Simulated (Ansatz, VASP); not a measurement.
## Two plane-wave programs on Si5Br2

```
Si Br
1.0
     5.28682    0.00000    0.00000
     0.00000    5.25109    0.00000
     0.00000    0.00000    7.80137
Si Br
5 2
Direct
  0.00000 0.00000 0.35363
  0.00000 0.00000 0.64637
  0.50000 0.50000 0.50000
  0.50000 0.00000 0.00000
  0.00000 0.50000 0.00000
  0.50000 0.00000 0.50000
  0.00000 0.00000 0.00000
```

Change from the starting cell: species swapped into the Ta2O5 type (Pmmm, No. 47).

Alike in both runs: functional PBE; k mesh 4 × 4 × 2; occupations gaussian, width 0.1 eV; no spin polarisation.

Ansatz relaxed the structure, and its values are those at the end. VASP's run is a single point on that final structure, the one shown.

|  | VASP | Ansatz |
| --- | --- | --- |
| version | VASP 6.6.1 | Ansatz 0.2.0 |
| potentials or method | VASP PAW PBE potentials, release 64 (Si, Br), cutoff 520 eV | scalar-relativistic, plane waves, PAW |
| valence electrons in the cell | 34 | 34 |

```tsv
	VASP	Ansatz	Ansatz less VASP
gap on the k mesh at the Fermi level (eV)	none	none	-
pressure (GPa)	0.1	0.1	-0.01
```

A gap of «none» marks a metal or a gap that the smearing closes. With one functional, cell and mesh, what is left measures potentials, basis and numerics.

The k mesh is coarse, so the values compare programs but aren't converged.
